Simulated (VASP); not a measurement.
# InSb3 (Pm-3m) in VASP: a series of runs

The runs below take InSb3 through single point, with r2SCAN.

Everything below comes from runs of VASP 6.6.1. Logs are shortened: lines on timing, memory, paths and dates and some standing lists are left out, and cuts for length are marked.

## Step 1: The cell of the first run

Symmetry: Pm-3m, No. 221, cubic system. The conventional cell has a = 4.791 Å, b = 4.791 Å, c = 4.791 Å, α = 90.00°, β = 90.00°, γ = 90.00°. Within 4.5 Å of In (site symmetry m-3m) lie 12 Sb at 3.39 Å. Within 4.5 Å of Sb (site symmetry 4/mmm) lie 4 In at 3.39 Å and 8 Sb at 3.39 Å.

## Step 2: Single point, r2SCAN

File POSCAR:

```
InSb3
1.0
    4.7905259581      0.0000000000      0.0000000000
    0.0000000000      4.7905259581      0.0000000000
    0.0000000000      0.0000000000      4.7905259581
In Sb
1 3
Direct
    0.0000000000      0.0000000000      0.0000000000
    0.5000000000      0.0000000000      0.5000000000
    0.0000000000      0.5000000000      0.5000000000
    0.5000000000      0.5000000000      0.0000000000
```

File INCAR.step1:

```
SYSTEM = InSb3
  PREC = Accurate
  ENCUT = 520
  ISMEAR = 0
  SIGMA = 0.1
  LREAL = .False.
  LASPH = .True.
  NELM = 80
  NBANDS = 22
  GGA = PE
  ALGO = Normal
  EDIFF = 1E-4
  LWAVE = .True.
  LCHARG = .False.
```

File INCAR.step2:

```
SYSTEM = InSb3
  PREC = Accurate
  ENCUT = 520
  EDIFF = 1E-6
  ISMEAR = 0
  SIGMA = 0.1
  LREAL = .False.
  LASPH = .True.
  NELM = 80
  ALGO = Normal
  ISIF = 2
  LWAVE = .False.
  LCHARG = .False.
  METAGGA = R2SCAN
  LMIXTAU = .True.
  NBANDS = 22
  ISTART = 1
```

File KPOINTS:

```
Automatic mesh
0
Gamma
  10 10 10
  0 0 0
```

Potentials or basis: VASP PAW PBE potentials, release 64 (In_d, Sb).

On the command line:

```
> cat potpaw_PBE.64/In_d/POTCAR potpaw_PBE.64/Sb/POTCAR > POTCAR
> cp INCAR.step1 INCAR
> mpirun -np 1 vasp_std > vasp.out
> cp INCAR.step2 INCAR
> mpirun -np 1 vasp_std > vasp.out
```

OUTCAR:

```text
SYSTEM = InSb3
   PREC = Accurate
   ENCUT = 520
   EDIFF = 1E-6
   ISMEAR = 0
   LREAL = .False.
   LASPH = .True.
   NELM = 80
   ISIF = 2
   METAGGA = R2SCAN
   ISTART = 1

 ion  position               nearest neighbor table
   1  0.000  0.000  0.000-   2 3.39   3 3.39   4 3.39   2 3.39   3 3.39   3 3.39   4 3.39   3 3.39
                             2 3.39   4 3.39   2 3.39   4 3.39
   2  0.500  0.000  0.500-   1 3.39   3 3.39   4 3.39   1 3.39   4 3.39   3 3.39   4 3.39   4 3.39
                             1 3.39   3 3.39   1 3.39   3 3.39
   3  0.000  0.500  0.500-   1 3.39   2 3.39   4 3.39   1 3.39   4 3.39   1 3.39   2 3.39   1 3.39
                             2 3.39   4 3.39   4 3.39   2 3.39
   4  0.500  0.500  0.000-   1 3.39   2 3.39   3 3.39   2 3.39   3 3.39   1 3.39   2 3.39   2 3.39
                             1 3.39   3 3.39   3 3.39   1 3.39

  LATTYP: Found a simple cubic cell.
 ALAT       =     4.7905259581

  Lattice vectors:

 A1 = (   4.7905259581,   0.0000000000,   0.0000000000)
 A2 = (   0.0000000000,   4.7905259581,   0.0000000000)
 A3 = (   0.0000000000,   0.0000000000,   4.7905259581)

Analysis of symmetry for initial positions (statically):
=====================================================================
 Subroutine PRICEL returns:
 Original cell was already a primitive cell.

 Routine SETGRP: Setting up the symmetry group for a
 simple cubic supercell.

 Subroutine GETGRP returns: Found 48 space group operations
 (whereof 48 operations were pure point group operations)
 out of a pool of 48 trial point group operations.

The static configuration has the point symmetry O_h .

Analysis of symmetry for dynamics (positions and initial velocities):
=====================================================================
 Subroutine PRICEL returns:
 Original cell was already a primitive cell.

 Routine SETGRP: Setting up the symmetry group for a
 simple cubic supercell.

 Subroutine GETGRP returns: Found 48 space group operations
 (whereof 48 operations were pure point group operations)
 out of a pool of 48 trial point group operations.

The dynamic configuration has the point symmetry O_h .

 Subroutine INISYM returns: Found 48 space group operations
 (whereof 48 operations are pure point group operations),
 and found     1 'primitive' translations

----------------------------------------------------------------------------------------

                                     Primitive cell

  volume of cell :     109.9384

  direct lattice vectors                    reciprocal lattice vectors
     4.790525958  0.000000000  0.000000000     0.208745346  0.000000000  0.000000000
     0.000000000  4.790525958  0.000000000     0.000000000  0.208745346  0.000000000
     0.000000000  0.000000000  4.790525958     0.000000000  0.000000000  0.208745346

  length of vectors
     4.790525958  4.790525958  4.790525958     0.208745346  0.208745346  0.208745346

  position of ions in fractional coordinates (direct lattice)
     0.000000000  0.000000000  0.000000000
     0.500000000  0.000000000  0.500000000
     0.000000000  0.500000000  0.500000000
     0.500000000  0.500000000  0.000000000

  ion indices of the primitive-cell ions
   primitive index   ion index
                 1           1
                 2           2
                 3           3
                 4           4

----------------------------------------------------------------------------------------

 KPOINTS: Automatic mesh

Automatic generation of k-mesh.
 Grid dimensions read from file:
 generate k-points for:   10   10   10

 Generating k-lattice:

  Cartesian coordinates                     Fractional coordinates (reciprocal lattice)
     0.020874535  0.000000000  0.000000000     0.100000000  0.000000000  0.000000000
     0.000000000  0.020874535  0.000000000     0.000000000  0.100000000  0.000000000
     0.000000000  0.000000000  0.020874535     0.000000000  0.000000000  0.100000000

  Length of vectors
     0.020874535  0.020874535  0.020874535

  Shift w.r.t. Gamma in fractional coordinates (k-lattice)
     0.000000000  0.000000000  0.000000000

 Subroutine IBZKPT returns following result:
 ===========================================

 Found     56 irreducible k-points:

 Following reciprocal coordinates:
            Coordinates               Weight
  0.000000  0.000000  0.000000      1.000000
  0.100000  0.000000  0.000000      6.000000
  0.200000  0.000000  0.000000      6.000000
  0.300000  0.000000  0.000000      6.000000
  0.400000  0.000000  0.000000      6.000000
  0.500000  0.000000  0.000000      3.000000
[... 16 lines left out ...]
  0.200000  0.100000  0.100000     24.000000
  0.300000  0.100000  0.100000     24.000000
 [... further k-points ...]
   k-points           NKPTS =     56   k-points in BZ     NKDIM =     56   number of bands    NBANDS=     22
   number of dos      NEDOS =    301   number of ions     NIONS =      4
   total plane-waves  NPLWV =  46656
   dimension x,y,z NGX =    36 NGY =   36 NGZ =   36
   dimension x,y,z NGXF=    72 NGYF=   72 NGZF=   72
   ions per type =               1   3
   NGX,Y,Z   is equivalent  to a cutoff of  12.49, 12.49, 12.49 a.u.
   NGXF,Y,Z  is equivalent  to a cutoff of  24.99, 24.99, 24.99 a.u.
 SYSTEM =  InSb3
   PREC   = accura    normal or accurate (medium, high low for compatibility)
   ISTART =      1    job   : 0-new  1-cont  2-samecut
   ICHARG =      0    charge: 1-file 2-atom 10-const
   ISPIN  =      1    spin polarized calculation?
   LNONCOLLINEAR =      F non collinear calculations
   LSORBIT =      F    spin-orbit coupling
   LASPH  =      T    aspherical Exc in radial PAW
   ENCUT  =  520.0 eV  38.22 Ry    6.18 a.u.   8.91  8.91  8.91*2*pi/ulx,y,z
   NELM   =     80;   NELMIN=  2; NELMDL=  0     # of ELM steps
   EDIFF  = 0.1E-05   stopping-criterion for ELM
   LREAL  =      F    real-space projection
   EDIFFG = 0.1E-04   stopping-criterion for IOM
   NSW    =      0    number of steps for IOM
   IBRION =     -1    ionic relax: 0-MD 1-quasi-New 2-CG
   NFREE  =      0    steps in history (QN), initial steepest desc. (CG)
   ISIF   =      2    stress and relaxation
   ISYM   =      2    0-nonsym 1-usesym 2-fastsym
   POTIM  = 0.5000    time-step for ionic-motion
   TEBEG  =    0.0;   TEEND  =   0.0 temperature during run
   PSTRESS=    0.0 pullay stress
   NELECT =      28.0000    total number of electrons
   NUPDOWN=      -1.0000    fix difference up-down
   EMIN   =  10.00;   EMAX   =-10.00  energy-range for DOS
   EFERMI =   0.00;   METHOD = LEGACY
   ISMEAR =     0;   SIGMA  =   0.10  broadening in eV -4-tet -1-fermi 0-gaus
   EFERMI_NEDOS =   21; number of points for ismear=-14 and -15
   IALGO  =     38    algorithm
   IMIX   =      4    mixing-type and parameters
     AMIX     =   0.40;   BMIX     =  1.00
     AMIX_MAG =   1.60;   BMIX_MAG =  1.00
  volume/ion in A,a.u.               =      27.48       185.48
  Fermi-wavevector in a.u.,A,eV,Ry     =   1.037714  1.960995 14.651436  1.076850
  Thomas-Fermi vector in A             =   2.172165
   LORBIT       =      0    0 simple, 1 ext, 2 COOP (PROOUT), +10 PAW based schemes
   METAGGA = R2SCAN    functional components
   LHFCALC =     F    Hartree Fock is set to
   AEXX    =    0.0000 exact exchange contribution
   IVDW    =     0    specifies the selected vdW correction
   LEPSILON=     F    determine dielectric tensor
   LRPA    =     F    only Hartree local field effects (RPA)
 non-spin polarized calculation
 Gauss-broadening in eV      SIGMA  =   0.10
  energy-cutoff  :      520.00
  volume of cell :      109.94
 maximum number of plane-waves:      3016
 NGX is ok and might be reduce to    36
   NGX = 17   NGY = 17   NGZ = 17

 number of electron      28.0000014 magnetization

 Free energy of the ion-electron system (eV)
  ---------------------------------------------------
  ext. energy  EPLUGINS =         0.00000000
  ---------------------------------------------------
  free energy    TOTEN  =       -98.55132504 eV

  energy without entropy =      -98.54346550  energy(sigma->0) =      -98.54739527

 E-fermi :   7.8355     XC(G=0): -10.7138

 val. band max:        7.8333735651   @ k =   0.4000   0.1000   0.1000
 cond. band min:       7.9149649464   @ k =   0.4000   0.4000   0.2000
 fundamental gap:      0.0815913814
 Fermi energy:         7.8355044646

 k-point     1 :       0.0000    0.0000    0.0000
  band No.  band energies     occupation
      1      -7.2555      2.00000
      2      -7.2555      2.00000
      3      -7.2392      2.00000
      4      -7.2392      2.00000
      5      -7.2392      2.00000
      6      -4.9414      2.00000
[... 14 lines left out ...]
     21      13.3242      0.00000
     22      13.3253      0.00000

 k-point     2 :       0.1000    0.0000    0.0000
  band No.  band energies     occupation
      1      -7.2550      2.00000
      2      -7.2540      2.00000
      3      -7.2404      2.00000
      4      -7.2404      2.00000
      5      -7.2392      2.00000
      6      -4.8763      2.00000
[... 14 lines left out ...]
     21      13.5433      0.00000
     22      13.7738      0.00000

 k-point     3 :       0.2000    0.0000    0.0000
  band No.  band energies     occupation
      1      -7.2534      2.00000
      2      -7.2499      2.00000
      3      -7.2437      2.00000
      4      -7.2437      2.00000
      5      -7.2391      2.00000
      6      -4.6827      2.00000
[... 14 lines left out ...]
     21      13.9494      0.00000
     22      13.9690      0.00000
[... 476 lines left out ...]
 k-point    23 :       0.2000    0.1000    0.1000
  band No.  band energies     occupation
      1      -7.2511      2.00000
      2      -7.2483      2.00000
      3      -7.2456      2.00000
      4      -7.2449      2.00000
      5      -7.2415      2.00000
      6      -4.5521      2.00000
[... 14 lines left out ...]
     21      13.9449      0.00000
     22      14.0015      0.00000

 k-point    24 :       0.3000    0.1000    0.1000
  band No.  band energies     occupation
      1      -7.2504      2.00000
      2      -7.2503      2.00000
      3      -7.2481      2.00000
      4      -7.2433      2.00000
      5      -7.2412      2.00000
      6      -4.2376      2.00000
[... 14 lines left out ...]
     21      13.6436      0.00000
     22      14.1233      0.00000

 [... further k-points ...]

------------------------ aborting loop because EDIFF is reached ----------------------------------------

  FORCE on cell =-STRESS in cart. coord.  units (eV):
  Direction    XX          YY          ZZ          XY          YZ          ZX
  --------------------------------------------------------------------------------------
  -------------------------------------------------------------------------------------
  Total       -0.0346859     -0.0346859     -0.0346859      0.0000000      0.0000000      0.0000000
  in kB       -0.5054917     -0.5054917     -0.5054917      0.0000000      0.0000000      0.0000000
  external PRESSURE =      -0.5054917 kB  Pullay stress =       0.0000000 kB

 VOLUME and BASIS-vectors are now :
 -----------------------------------------------------------------------------
  energy-cutoff  :      520.00
  volume of cell :      109.94
      direct lattice vectors                 reciprocal lattice vectors
     4.790525958  0.000000000  0.000000000     0.208745346  0.000000000  0.000000000
     0.000000000  4.790525958  0.000000000     0.000000000  0.208745346  0.000000000
     0.000000000  0.000000000  4.790525958     0.000000000  0.000000000  0.208745346

 POSITION                                       TOTAL-FORCE (eV/Angst)
 -----------------------------------------------------------------------------------
      0.00000      0.00000      0.00000         0.000000      0.000000      0.000000
      2.39526      0.00000      2.39526         0.000000      0.000000      0.000000
      0.00000      2.39526      2.39526         0.000000      0.000000      0.000000
      2.39526      2.39526      0.00000         0.000000      0.000000      0.000000
 -----------------------------------------------------------------------------------
    total drift:                               -0.000000     -0.000000     -0.000000

  FREE ENERGIE OF THE ION-ELECTRON SYSTEM (eV)
  ---------------------------------------------------
  free  energy   TOTEN  =       -98.5513250447 eV

  energy  without entropy=      -98.5434654977  energy(sigma->0) =      -98.54739527
```

It took 2.4 min on 1 thread of Intel Xeon 6975P-C (Granite Rapids), shared host; peak memory 0.3 GiB.

Results:

```
Free energy            : -98.5513 eV
Pressure               : -0.1 GPa
Band gap on the k mesh : zero (bands 14 and 15 overlap by 4.98 eV)
```

Levels at points of the mesh, in eV from the Fermi level:
| k point | band 10 | band 11 | band 12 | band 13 | band 14 | band 15 | band 16 | band 17 | band 18 | band 19 |
| --- | --- | --- | --- | --- | --- | --- | --- | --- | --- | --- |
| (0.00, 0.00, 0.00) | -4.57 | -4.57 | -3.48 | 0.48 | 0.48 | 0.48 | 1.93 | 1.93 | 1.93 | 5.32 |
| (0.50, 0.00, 0.00) | -3.11 | -3.11 | -2.21 | -2.21 | -1.10 | -0.76 | 2.26 | 2.35 | 2.35 | 2.87 |
| (0.50, 0.50, 0.00) | -2.47 | -1.56 | -1.56 | -1.44 | -1.19 | -1.19 | -0.33 | 1.22 | 3.53 | 3.75 |
| (0.50, 0.50, 0.50) | -5.23 | -5.23 | -5.23 | -4.83 | 3.79 | 3.79 | 3.86 | 3.86 | 3.86 | 6.92 |

Caveat: the PAW data sets were made with another functional, which shifts forces and pressure a little; spin-orbit coupling is left out, which moves the levels of the heavy elements.

## Step 3: Single point, r2SCAN

POSCAR is that of step 2.

File INCAR.step1:

```
ALGO     = Normal         # electronic algorithm
EDIFF    = 1E-4           # SCF threshold, eV
ENCUT    = 520            # plane-wave cutoff, eV
GGA      = PE             # functional
ISMEAR   = 0              # smearing method
LASPH    = T              # aspherical terms in the spheres
LCHARG   = F              # write CHGCAR
LREAL    = F              # projectors in reciprocal space
LWAVE    = T              # write WAVECAR
NBANDS   = 22             # bands
NELM     = 60             # most SCF steps
PREC     = Accurate       # precision mode
SIGMA    = 0.15           # smearing width, eV
```

File INCAR.step2:

```
ALGO     = Normal         # electronic algorithm
EDIFF    = 1E-6           # SCF threshold, eV
ENCUT    = 520            # plane-wave cutoff, eV
ISIF     = 2              # what is computed and relaxed
ISMEAR   = 0              # smearing method
ISTART   = 1            
LASPH    = T              # aspherical terms in the spheres
LCHARG   = F              # write CHGCAR
LMIXTAU  = T            
LREAL    = F              # projectors in reciprocal space
LWAVE    = F              # write WAVECAR
METAGGA  = R2SCAN         # meta-GGA
NBANDS   = 22             # bands
NELM     = 60             # most SCF steps
PREC     = Accurate       # precision mode
SIGMA    = 0.15           # smearing width, eV
```

File KPOINTS:

```
k-points
0
Gamma
  12 12 12
```

Potentials or basis: VASP PAW PBE potentials, release 64 (In_d, Sb).

On the command line:

```
> cat potpaw_PBE.64/In_d/POTCAR potpaw_PBE.64/Sb/POTCAR > POTCAR
> cp INCAR.step1 INCAR
> mpirun -np 1 vasp_std > vasp.out
> cp INCAR.step2 INCAR
> mpirun -np 1 vasp_std > vasp.out
```

Wall time 3.3 min (1 thread of Intel Xeon 6975P-C (Granite Rapids), shared host); peak memory 0.35 GiB.

It converged, with:

```yaml
Free_energy: -98.5607 eV
Pressure: 0.0 GPa
Band_gap_on_the_k_mesh: zero (bands 14 and 15 overlap by 4.99 eV)
```

Levels at points of the mesh, in eV from the Fermi level:
```
           k point  band 10  band 11  band 12  band 13  band 14  band 15  band 16  band 17  band 18  band 19
(0.00, 0.00, 0.00)    -4.60    -4.60    -3.52     0.44     0.44     0.44     1.90     1.90     1.90     5.29
(0.50, 0.00, 0.00)    -3.13    -3.13    -2.25    -2.25    -1.13    -0.78     2.23     2.32     2.32     2.84
(0.50, 0.50, 0.00)    -2.49    -1.59    -1.59    -1.46    -1.22    -1.22    -0.37     1.19     3.50     3.72
(0.50, 0.50, 0.50)    -5.27    -5.27    -5.27    -4.87     3.77     3.77     3.83     3.83     3.83     6.88
```

Caveat: the PAW data sets were made with another functional, which shifts forces and pressure a little; spin-orbit coupling is left out, which moves the levels of the heavy elements.

The gap in the log of VASP goes by the Fermi energy; the results here count the filled bands.